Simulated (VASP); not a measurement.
The system is In3Ga5As8.

```
Ga In As
1.0
    11.64478    0.00000    0.00000
     0.00000   11.64478    0.00000
     0.00000    0.00000   11.64478
Ga In As
20 12 32
Direct
  0.00119 0.00033 0.00286
  0.00106 0.00023 0.49898
  0.00064 0.49817 0.00180
  0.49850 0.99844 0.50165
  0.49984 0.50005 0.99836
  0.25021 0.75059 0.99908
  0.24717 0.74969 0.50173
  0.74800 0.24826 0.99801
  0.74763 0.25057 0.49732
  0.74831 0.74933 0.99977
  0.75113 0.75052 0.49981
  0.25019 0.99859 0.75085
  0.25022 0.49968 0.25157
  0.25306 0.49888 0.75081
  0.74964 0.00179 0.74854
  0.99725 0.24936 0.75055
  0.99935 0.74951 0.24936
  0.00131 0.74923 0.75078
  0.50021 0.24896 0.74998
  0.49897 0.75010 0.25100
  0.00354 0.49978 0.50051
  0.49759 0.00389 0.00044
  0.50447 0.49966 0.49973
  0.25287 0.24893 0.99863
  0.24754 0.25118 0.49832
  0.24974 0.00093 0.24860
  0.75143 0.00051 0.25070
  0.75075 0.49937 0.25129
  0.75057 0.49856 0.74889
  0.99751 0.25052 0.25081
  0.50051 0.25005 0.24788
  0.49800 0.74937 0.75194
  0.12196 0.12698 0.12602
  0.12505 0.12453 0.62280
  0.12402 0.62568 0.12329
  0.12683 0.62684 0.62839
  0.62194 0.12543 0.12599
  0.62476 0.12588 0.62204
  0.62279 0.62563 0.12358
  0.62420 0.62595 0.62328
  0.37587 0.37423 0.12587
  0.37317 0.37132 0.62567
  0.37422 0.87621 0.12419
  0.37232 0.87423 0.62808
  0.87353 0.37299 0.12084
  0.87396 0.37567 0.62703
  0.87355 0.87469 0.12484
  0.87561 0.87456 0.62300
  0.37364 0.12493 0.37650
  0.37322 0.12347 0.87428
  0.37231 0.62529 0.37446
  0.37262 0.62311 0.87291
  0.87767 0.12228 0.37655
  0.87719 0.12641 0.87630
  0.87565 0.62519 0.37079
  0.87408 0.62232 0.87564
  0.12659 0.37139 0.37513
  0.12722 0.37375 0.87406
  0.12366 0.87481 0.37573
  0.12443 0.87300 0.87317
  0.62431 0.37516 0.37640
  0.62621 0.37582 0.87304
  0.62709 0.87588 0.37613
  0.62470 0.87229 0.87747
```

* Program: VASP 6.6.1
* Task: relaxation of volume and atoms at fixed shape
* Functional: PBEsol
* Potentials or basis: VASP PAW PBE potentials, release 64 (Ga_d, In_d, As)
* Cutoff: 500 eV
* k mesh: 1 × 1 × 1, shifted
* Occupations: fermi-dirac, width 0.05 eV
* Spin: no spin polarisation

At the start: pressure 0.9 GPa; volume 24.67 Å³/atom.

Question: How do energy, volume and symmetry change on relaxing?

Answer: Over 16 steps the energy falls by 47.4 meV/atom and the volume is 24.66 Å³/atom (-0.1 %); space group P1 (No. 1, to 0.1 Å) before and after.

Step by step:
```
step  energy change (eV)  largest force (eV/Å)  pressure (GPa)  volume (Å³)
   1              0.0000                1.7841            0.90      1579.04
   2             -1.9213                0.8080           -0.85      1610.82
   3             -2.1779                0.5990           -1.60      1627.99
   4             -2.7433                0.5332            0.31      1573.28
   5             -2.7464                0.5263            0.50      1568.64
   6             -2.9284                0.2560            0.19      1574.57
   7             -2.9631                0.2848            0.00      1578.53
   8             -3.0042                0.1097           -0.06      1579.70
   9             -3.0104                0.1251           -0.08      1580.36
  10             -3.0223                0.0849            0.06      1576.88
  11             -3.0248                0.0618            0.16      1574.32
  12             -3.0313                0.0570           -0.04      1579.42
  13             -3.0313                0.0589           -0.05      1579.63
  14             -3.0344                0.0311           -0.02      1578.93
  15             -3.0351                0.0342            0.00      1578.36
  16             -3.0363                0.0227            0.01      1578.03
```

Final structure:
```
Ga In As
1.0
    11.64229    0.00000    0.00000
     0.00000   11.64229    0.00000
     0.00000    0.00000   11.64229
Ga In As
20 12 32
Direct
  0.99822 0.99495 0.99368
  0.99715 0.99484 0.50688
  0.00106 0.50348 0.99641
  0.50074 0.99654 0.50431
  0.49736 0.50200 0.99970
  0.24576 0.74519 0.99943
  0.24682 0.75180 0.50037
  0.75055 0.24982 0.99249
  0.75017 0.24227 0.50695
  0.75407 0.74990 0.99985
  0.75154 0.75606 0.49917
  0.24464 0.99715 0.74788
  0.24916 0.50873 0.24601
  0.24743 0.50177 0.75403
  0.75448 0.00078 0.74805
  0.99686 0.24484 0.75167
  0.00090 0.75033 0.24762
  0.00257 0.75361 0.75276
  0.50028 0.24706 0.75012
  0.49646 0.74809 0.24893
  0.00272 0.50423 0.50263
  0.50203 0.99758 0.99634
  0.49845 0.50225 0.50058
  0.24824 0.25372 0.99431
  0.25005 0.24820 0.50596
  0.24692 0.99260 0.25228
  0.75279 0.99625 0.25225
  0.75071 0.50380 0.24592
  0.75284 0.49787 0.75388
  0.99727 0.25036 0.24766
  0.50262 0.25297 0.25068
  0.49818 0.75248 0.75079
  0.11843 0.11582 0.11614
  0.11624 0.11719 0.63181
  0.12171 0.62515 0.12395
  0.13248 0.63316 0.63427
  0.63345 0.13043 0.11847
  0.62426 0.12133 0.62781
  0.61842 0.63241 0.11684
  0.63378 0.63202 0.62008
  0.37391 0.38827 0.12632
  0.37507 0.37742 0.64010
  0.37329 0.86206 0.12161
  0.36654 0.88016 0.61991
  0.87401 0.37639 0.10800
  0.87624 0.36169 0.62504
  0.88190 0.86877 0.11890
  0.87496 0.87335 0.62775
  0.38158 0.11727 0.38055
  0.37252 0.12124 0.86096
  0.36693 0.63158 0.37032
  0.36824 0.61970 0.87964
  0.87720 0.12264 0.38944
  0.87470 0.12280 0.87412
  0.87534 0.63881 0.37447
  0.88263 0.63229 0.87992
  0.13342 0.38207 0.36739
  0.11486 0.38115 0.86580
  0.11448 0.86805 0.38266
  0.12704 0.87408 0.87531
  0.63584 0.36946 0.38412
  0.61626 0.36949 0.87985
  0.61684 0.86844 0.37962
  0.64124 0.87469 0.87328
```

Caveat: the PAW data sets were made with another functional, which shifts forces and pressure a little.
